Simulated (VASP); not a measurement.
# W4N (P1) in VASP: single point with PBE

Aim: the single point of W4N with PBE.

All numbers are computed with VASP 6.6.1; they aren't measurements. Logs are shortened: lines on timing, memory, paths and dates and some standing lists are left out, and cuts for length are marked.

**1. The cell of the first run**

The typed cell holds 10 atoms: a = 4.532 Å, b = 4.560 Å, c = 8.601 Å, α = 91.74°, β = 90.81°, γ = 97.90°.

**2. Single point, PBE, collinear spin, zero start**

Input file INCAR:

```
PREC = Accurate ; ENCUT = 520
EDIFF = 1E-6 ; ISMEAR = 0
SIGMA = 0.1 ; LREAL = F
LASPH = T ; NELM = 150
ALGO = Normal ; ISIF = 2
LWAVE = F ; LCHARG = T
ISPIN = 2 ; MAGMOM = 0 0 0 0 0 0 0 0 0 0
LORBIT = 11 ; LMAXMIX = 4
GGA = PE ; LELF = T
LVHAR = T ; NBANDS = 76
```

Input file KPOINTS:

```
regular mesh
0
Gamma
  4 4 2
```

Input file POSCAR:

```
W4N
1.0
    4.5316129585      0.0000000000      0.0000000000
   -0.6268373607      4.5162661771      0.0000000000
   -0.1213596719     -0.2807314462      8.5952999033
W N
8 2
Direct
    0.3273512221      0.4033420238      0.6689274622
    0.4268820207      0.4346029951      0.3209964975
    0.8436300342      0.6438739438      0.5326270409
    0.5434282359      0.3321309876      0.9943248862
    0.9731243517      0.6656580919      0.8573366314
    0.9505188143      0.5447454505      0.1776626212
    0.5489974053      0.9084536650      0.7614247413
    0.6855030234      0.9557080447      0.2672921375
    0.8353313883      0.0634794163      0.9314198574
    0.8652335040      0.0480053815      0.4879881245
```

Potentials or basis: VASP PAW PBE potentials, release 64 (W_sv, N).

Command:

```bash
$ cat potpaw_PBE.64/W_sv/POTCAR potpaw_PBE.64/N/POTCAR > POTCAR
$ mpirun -np 1 vasp_std > vasp.out
```

OUTCAR:

```text
PREC = Accurate
   ENCUT = 520
   EDIFF = 1E-6
   ISMEAR = 0
   LREAL = F
   LASPH = T
   NELM = 150
   ISIF = 2
   ISPIN = 2
   LORBIT = 11
   GGA = PE

 ion  position               nearest neighbor table
   1  0.327  0.403  0.669-   7 2.49   5 2.67   7 2.73   3 2.74   3 2.84   4 2.99   2 3.04   5 3.38

   2  0.427  0.435  0.321-   8 2.56   6 2.59   8 2.65   3 2.66   6 2.68   4 2.90   1 3.04   3 3.45

   3  0.844  0.644  0.533-  10 1.88   2 2.66   7 2.74   1 2.74   1 2.84   5 2.84   8 2.86   6 3.13
                             2 3.45
   4  0.543  0.332  0.994-   9 1.99   6 2.48   5 2.62   7 2.74   2 2.90   1 2.99   8 3.06   7 3.35
                             6 3.37   5 3.39
   5  0.973  0.666  0.857-   9 2.08   7 2.49   4 2.62   1 2.67   6 2.83   7 2.84   3 2.84   1 3.38
                             4 3.39
   6  0.951  0.545  0.178-   8 2.47   4 2.48   2 2.59   2 2.68   5 2.83   8 2.92   3 3.13   4 3.37

   7  0.549  0.908  0.761-   9 1.99   1 2.49   5 2.49   1 2.73   3 2.74   4 2.74   5 2.84   4 3.35

   8  0.686  0.956  0.267-  10 2.06   6 2.47   2 2.56   2 2.65   3 2.86   6 2.92   4 3.06
   9  0.835  0.063  0.931-   7 1.99   4 1.99   5 2.08
  10  0.865  0.048  0.488-   3 1.88   8 2.06

  LATTYP: Found a triclinic cell.
 ALAT       =     4.5316129585
 B/A-ratio  =     1.5129517736
 C/A-ratio  =     3.1946526893
 COS(alpha) =     0.0013469446
 COS(beta)  =     0.5310650653
 COS(gamma) =     0.7523871288

  Lattice vectors:

 A1 = (  -4.5316129585,   0.0000000000,   0.0000000000)
 A2 = (  -5.1584503192,   4.5162661771,   0.0000000000)
 A3 = (  -7.6881915237,  -8.7518009080,  -8.5952999033)

Analysis of symmetry for initial positions (statically):
=====================================================================
 Subroutine PRICEL returns:
 Original cell was already a primitive cell.

 Routine SETGRP: Setting up the symmetry group for a
 triclinic supercell.

 Subroutine GETGRP returns: Found  1 space group operations
 (whereof  1 operations were pure point group operations)
 out of a pool of  2 trial point group operations.

The static configuration has the point symmetry C_1 .

Analysis of symmetry for dynamics (positions and initial velocities):
=====================================================================
 Subroutine PRICEL returns:
 Original cell was already a primitive cell.

 Routine SETGRP: Setting up the symmetry group for a
 triclinic supercell.

 Subroutine GETGRP returns: Found  1 space group operations
 (whereof  1 operations were pure point group operations)
 out of a pool of  2 trial point group operations.

The dynamic configuration has the point symmetry C_1 .

Analysis of structural, dynamic, and magnetic symmetry:
=====================================================================
 Subroutine PRICEL returns:
 Original cell was already a primitive cell.

 Routine SETGRP: Setting up the symmetry group for a
 triclinic supercell.

 Subroutine GETGRP returns: Found  1 space group operations
 (whereof  1 operations were pure point group operations)
 out of a pool of  2 trial point group operations.

The overall configuration has the point symmetry C_1 .

 Subroutine INISYM returns: Found  1 space group operations
 (whereof  1 operations are pure point group operations),
 and found     1 'primitive' translations

----------------------------------------------------------------------------------------

                                     Primitive cell

  volume of cell :     175.9112

  direct lattice vectors                    reciprocal lattice vectors
     4.531612959  0.000000000  0.000000000     0.220671979  0.030628275  0.004116087
    -0.626837361  4.516266177  0.000000000     0.000000000  0.221421847  0.007231868
    -0.121359672 -0.280731446  8.595299903     0.000000000  0.000000000  0.116342654

  length of vectors
     4.531612959  4.559559766  8.600739430     0.222825393  0.221539916  0.116342654

  position of ions in fractional coordinates (direct lattice)
     0.327351222  0.403342024  0.668927462
     0.426882021  0.434602995  0.320996497
     0.843630034  0.643873944  0.532627041
     0.543428236  0.332130988  0.994324886
     0.973124352  0.665658092  0.857336631
[... 79 lines left out ...]
   ISPIN  =      2    spin polarized calculation?
   LNONCOLLINEAR =      F non collinear calculations
   LSORBIT =      F    spin-orbit coupling
   LASPH  =      T    aspherical Exc in radial PAW
   ENCUT  =  520.0 eV  38.22 Ry    6.18 a.u.   8.43  8.48 15.99*2*pi/ulx,y,z
   NELM   =    150;   NELMIN=  2; NELMDL= -5     # of ELM steps
   EDIFF  = 0.1E-05   stopping-criterion for ELM
   LREAL  =      F    real-space projection
   EDIFFG = 0.1E-04   stopping-criterion for IOM
   NSW    =      0    number of steps for IOM
   IBRION =     -1    ionic relax: 0-MD 1-quasi-New 2-CG
   NFREE  =      0    steps in history (QN), initial steepest desc. (CG)
   ISIF   =      2    stress and relaxation
   ISYM   =      2    0-nonsym 1-usesym 2-fastsym
   POTIM  = 0.5000    time-step for ionic-motion
   TEBEG  =    0.0;   TEEND  =   0.0 temperature during run
   PSTRESS=    0.0 pullay stress
   NELECT =     122.0000    total number of electrons
   NUPDOWN=      -1.0000    fix difference up-down
   EMIN   =  10.00;   EMAX   =-10.00  energy-range for DOS
   EFERMI =   0.00;   METHOD = LEGACY
   ISMEAR =     0;   SIGMA  =   0.10  broadening in eV -4-tet -1-fermi 0-gaus
   EFERMI_NEDOS =   21; number of points for ismear=-14 and -15
   IALGO  =     38    algorithm
   IMIX   =      4    mixing-type and parameters
     AMIX     =   0.40;   BMIX     =  1.00
     AMIX_MAG =   1.60;   BMIX_MAG =  1.00
  volume/ion in A,a.u.               =      17.59       118.71
  Fermi-wavevector in a.u.,A,eV,Ry     =   1.449095  2.738393 28.570568  2.099878
  Thomas-Fermi vector in A             =   2.566861
   LORBIT       =     11    0 simple, 1 ext, 2 COOP (PROOUT), +10 PAW based schemes
   GGA     = PE    functional components
   LHFCALC =     F    Hartree Fock is set to
   AEXX    =    0.0000 exact exchange contribution
   IVDW    =     0    specifies the selected vdW correction
   LEPSILON=     F    determine dielectric tensor
   LRPA    =     F    only Hartree local field effects (RPA)
 spin polarized calculation
 Gauss-broadening in eV      SIGMA  =   0.10
  energy-cutoff  :      520.00
  volume of cell :      175.91
 maximum number of plane-waves:      4755
 NGX is ok and might be reduce to    36
   NGX = 17   NGY = 17   NGZ = 31

 number of electron     122.0000001 magnetization       0.0001089

 number of electron     122.0000000 magnetization      -0.0000067

 Free energy of the ion-electron system (eV)
  ---------------------------------------------------
  ext. energy  EPLUGINS =         0.00000000
  ---------------------------------------------------
  free energy    TOTEN  =      -108.28225943 eV

  energy without entropy =     -108.23848310  energy(sigma->0) =     -108.26037127

 E-fermi :   7.9536     XC(G=0): -12.0024

 val. band max:        7.9483452866   @ k =   0.0000   0.5000  -0.0000
 cond. band min:       7.9689748703   @ k =   0.2500   0.0000  -0.0000
 fundamental gap:      0.0206295837
 Fermi energy:         7.9535850731

 spin component 1

 k-point     1 :       0.0000    0.0000    0.0000
  band No.  band energies     occupation
      1     -66.2930      1.00000
      2     -66.2585      1.00000
      3     -66.2038      1.00000
      4     -66.1839      1.00000
      5     -65.9501      1.00000
      6     -65.7109      1.00000
[... 1509 lines left out ...]
     72      10.3761      0.00000
     73      10.5193      0.00000
 Fermi energy:         7.9535850731

 spin component 2

 k-point     1 :       0.0000    0.0000    0.0000
  band No.  band energies     occupation
      1     -66.2930      1.00000
      2     -66.2585      1.00000
      3     -66.2038      1.00000
      4     -66.1839      1.00000
      5     -65.9501      1.00000
      6     -65.7109      1.00000
[... 1509 lines left out ...]
     72      10.3761      0.00000
     73      10.5193      0.00000
 [bands above 73 left out]

------------------------ aborting loop because EDIFF is reached ----------------------------------------

  FORCE on cell =-STRESS in cart. coord.  units (eV):
  Direction    XX          YY          ZZ          XY          YZ          ZX
  --------------------------------------------------------------------------------------
  -------------------------------------------------------------------------------------
  Total       -0.1920286     -0.8882153     -1.0479124     -5.1414085     -0.1379999      1.8432297
  in kB       -1.7489734     -8.0897569     -9.5442583    -46.8273219     -1.2568866     16.7879116
  external PRESSURE =      -6.4609962 kB  Pullay stress =       0.0000000 kB

 VOLUME and BASIS-vectors are now :
 -----------------------------------------------------------------------------
  energy-cutoff  :      520.00
  volume of cell :      175.91
      direct lattice vectors                 reciprocal lattice vectors
     4.531612959  0.000000000  0.000000000     0.220671979  0.030628275  0.004116087
    -0.626837361  4.516266177  0.000000000     0.000000000  0.221421847  0.007231868
    -0.121359672 -0.280731446  8.595299903     0.000000000  0.000000000  0.116342654

 POSITION                                       TOTAL-FORCE (eV/Angst)
 -----------------------------------------------------------------------------------
      1.14942      1.63381      5.74963        -0.133260     -1.682781     -0.724387
      1.62308      1.87267      2.75906        -1.658823     -0.452933      0.963972
      3.35476      2.75838      4.57809         0.942299     -0.679786     -0.607418
      2.13374      1.22085      8.54652        -1.299911      0.217168     -0.045892
      3.88852      2.76561      7.36907         1.345438      0.287827      1.559269
      3.94436      2.41034      1.52706         1.909237      0.238082     -0.110106
      1.82598      3.88906      6.54467        -1.528885      1.300831     -1.751174
      2.47492      4.24119      2.29746         0.163882      1.076056      0.537429
      3.63257      0.02521      8.00583         0.373406     -0.683255      0.375756
      3.83159      0.07981      4.19440        -0.113384      0.378791     -0.197450
 -----------------------------------------------------------------------------------
    total drift:                               -0.000272      0.000040     -0.000243

  FREE ENERGIE OF THE ION-ELECTRON SYSTEM (eV)
  ---------------------------------------------------
  free  energy   TOTEN  =      -108.2822594317 eV

  energy  without entropy=     -108.2384830985  energy(sigma->0) =     -108.26037127

 total charge

# of ion       s       p       d       tot
------------------------------------------
    1        2.435   6.197   3.445  12.078
    2        2.452   6.213   3.468  12.134
    3        2.411   6.289   3.364  12.064
    4        2.408   6.253   3.389  12.051
    5        2.405   6.281   3.374  12.060
    6        2.462   6.235   3.489  12.185
    7        2.430   6.300   3.512  12.242
    8        2.428   6.235   3.415  12.077
    9        1.287   2.366   0.000   3.654
   10        1.286   2.340   0.000   3.626
--------------------------------------------------
tot         22.005  54.709  27.457 104.171

 magnetization (x)

# of ion       s       p       d       tot
------------------------------------------
    1        0.000  -0.000  -0.000  -0.000
    2       -0.000  -0.000   0.000   0.000
    3       -0.000  -0.000  -0.000  -0.000
    4        0.000  -0.000  -0.000  -0.000
    5       -0.000  -0.000  -0.000  -0.000
    6        0.000   0.000   0.000   0.000
    7       -0.000  -0.000   0.000   0.000
    8       -0.000  -0.000  -0.000  -0.000
    9       -0.000  -0.000   0.000  -0.000
   10       -0.000   0.000   0.000   0.000
--------------------------------------------------
tot         -0.000  -0.000  -0.000  -0.000
```

It took 32 min on 1 thread of Intel Xeon 8259CL, shared host; peak memory 0.55 GiB.

Results:

```yaml
Free_energy: -108.2823 eV
Pressure: -0.6 GPa
Largest_force: 2.664 eV/Å
Band_gap_on_the_k_mesh: zero (filled and empty bands overlap)
Net_moment: 0.00 μB per cell
Valence_electrons_inside_the_program's_atomic_spheres: W 12.08, 12.13, 12.06, 12.05, 12.19, 12.24 (each value once); N 3.65, 3.63
```

Forces on the atoms (eV/Å):
```
W   -0.133 -1.683 -0.724
W   -1.659 -0.453  0.964
W    0.942 -0.680 -0.607
W   -1.300  0.217 -0.046
W    1.345  0.288  1.559
W    1.909  0.238 -0.110
W   -1.529  1.301 -1.751
W    0.164  1.076  0.537
N    0.373 -0.683  0.376
N   -0.113  0.379 -0.197
```

Caveat: the k points lie up to 0.37 Å⁻¹ apart; spin-orbit coupling is left out, which moves the levels of the heavy elements; forces of over 1 eV/Å act on the atoms, so gaps and moduli don't describe the material at rest.

The gap in the log of VASP goes by the Fermi energy; the results here count the filled bands.